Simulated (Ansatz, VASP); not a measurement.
## InH: VASP beside Ansatz

```
In H
1.0
     0.00000    2.51626    2.68127
     2.37692    0.00000    2.68127
     2.37692    2.51626    0.00000
In H
1 1
Cartesian
  0.0000 0.0000 0.0000
  2.3769 2.5163 2.6813
```

Alike in both runs: functional PBE; k mesh 18 × 18 × 18; occupations gaussian, width 0.1 eV; no spin polarisation.

Ansatz relaxed the structure, and its values are those at the end. VASP's run is a single point on that final structure, the one shown.

|  | VASP | Ansatz |
| --- | --- | --- |
| version | VASP 6.6.1 | Ansatz 0.2.0 |
| potentials or method | VASP PAW PBE potentials, release 64 (In_d, H), cutoff 520 eV | scalar-relativistic, plane waves, PAW |
| valence electrons in the cell | 14 | 14 |

Ansatz gave:

| Property | Result |
| --- | --- |
| gap on the k mesh at the Fermi level (eV) | none |
| pressure (GPa) | 0.0 |

Problem. What did VASP give for the same quantities?

Solution. gap on the k mesh at the Fermi level (eV): none; pressure (GPa): -0.1.

A gap of «none» marks a metal or a gap that the smearing closes. The functional is the same, so the differences come from potentials, cutoffs and numerics.
